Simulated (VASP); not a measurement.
Write the native input for VASP 6.6.1 that does the following.

```
Task                   : single point
Functional             : PBE
Dispersion             : D3(BJ)
Potentials or basis    : VASP PAW PBE potentials, release 64 (Al)
Cutoff                 : 520 eV
k mesh                 : 18 × 18 × 6
Occupations            : gaussian, width 0.15 eV
Spin                   : no spin polarisation
Dipole correction      : no
Further INCAR settings : ALGO = Fast; EDIFF = 1e-06; NBANDS = 14
```

The structure of Al lies in POSCAR:

```
Al
1.0
    2.9503179958      0.0000000000      0.0000000000
   -1.4751589979      2.5550503336      0.0000000000
    0.0000000000      0.0000000000      9.0849142043
Al
4
Direct
    0.0000000000      0.0000000000      0.0000000000
    0.3333333333      0.6666666667      0.2500000000
    0.0000000000      0.0000000000      0.5000000000
    0.6666666667      0.3333333333      0.7500000000
```

This isn't the form of Al at room conditions, which is fcc.

One way to write it, as run:

INCAR

```
PREC = Accurate ; ENCUT = 520
EDIFF = 1E-6 ; ISMEAR = 0
SIGMA = 0.15 ; LREAL = F
LASPH = T ; NELM = 80
ALGO = Fast ; ISIF = 2
LWAVE = F ; LCHARG = T
GGA = PE ; IVDW = 12
LELF = T ; LVHAR = T
NBANDS = 14
```

KPOINTS

```
regular mesh
0
Gamma
  18 18 6
```

Potentials or basis: VASP PAW PBE potentials, release 64 (Al).

Run with:

```sh
$ cat potpaw_PBE.64/Al/POTCAR > POTCAR
$ mpirun -np 1 vasp_std > vasp.out
```

It gave:

```yaml
Pressure: -5.2 GPa
Band_gap_on_the_k_mesh: zero (bands 6 and 7 overlap by 6.28 eV)
Dispersion_energy_per_atom: -0.324 eV
```

Caveat: the cell stands under tension.

Wall time 2.6 min on 1 thread of Intel Xeon 8259CL, with other jobs on the host, peak memory 0.26 GiB.
